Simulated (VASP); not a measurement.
Write the native input for VASP 6.6.1 that does the following.

```yaml
Task: single point
Functional: LDA
Potentials_or_basis: VASP PAW LDA potentials, release 64 (Pd, C, O)
Cutoff: 520 eV
k_mesh: 2 × 2 × 1
Occupations: fermi-dirac, width 0.1 eV
Spin: no spin polarisation
Dipole_correction: no
Further_INCAR_settings: ALGO = Normal; EDIFF = 1e-06; NBANDS = 78
```

The structure of Pd12CO lies in POSCAR:

```
Pd12CO
1.0
    5.5012910000      0.0000000000      0.0000000000
    2.7506450000      4.7642580000      0.0000000000
    0.0000000000      0.0000000000     17.4917850000
Pd C O
12 1 1
Direct
    0.1666670592      0.1666576411      0.0571696942
    0.6666769660      0.1666576411      0.0571696942
    0.1666555179      0.6666725438      0.0571696942
    0.6666654247      0.6666725438      0.0571696942
   -0.1903542495      0.3562779346      0.1840120948
    0.3239852594      0.3465597371      0.1808334598
   -0.1788619434      0.8461548472      0.1796386132
    0.3322791776      0.8322177346      0.1770316752
   -0.0387600294      0.0091724672      0.3043428672
    0.4659542982     -0.0189956127      0.3071784841
    0.0086161091      0.4765065200      0.3089278767
    0.4951912575      0.4995951101      0.3019017213
    0.9614384463      0.2614467982      0.3854495124
    0.9599342570      0.2737257302      0.4513318681
```

One way to write it, as run:

INCAR

```
PREC     = Accurate       # precision mode
ENCUT    = 520            # plane-wave cutoff, eV
EDIFF    = 1E-6           # SCF threshold, eV
ISMEAR   = -1             # smearing method
SIGMA    = 0.1            # smearing width, eV
LREAL    = False          # projectors in reciprocal space
LASPH    = True           # aspherical terms in the spheres
NELM     = 60             # most SCF steps
ALGO     = Normal         # electronic algorithm
ISIF     = 2              # what is computed and relaxed
LWAVE    = False          # write WAVECAR
LCHARG   = False          # write CHGCAR
GGA      = CA             # functional
NBANDS   = 78             # bands
```

KPOINTS

```
Automatic mesh
0
Gamma
  2 2 1
```

Potentials or basis: VASP PAW LDA potentials, release 64 (Pd, C, O).

Command:

```bash
$ cat potpaw_LDA.64/Pd/POTCAR potpaw_LDA.64/C/POTCAR potpaw_LDA.64/O/POTCAR > POTCAR
$ mpirun -np 1 vasp_std > vasp.out
```

Results of the run:

```
Largest force          : 1.999 eV/Å
Band gap on the k mesh : zero (bands 65 and 66 overlap by 0.27 eV)
```

Caveat: the k points lie up to 0.66 Å⁻¹ apart; the atoms stand as in a frame of molecular dynamics; there is no dipole correction, which matters where the two faces differ.

It took 3.1 min on 1 thread of AMD EPYC 9R45 96-Core Processor (Zen 5) (shared host), peak memory 0.45 GiB.
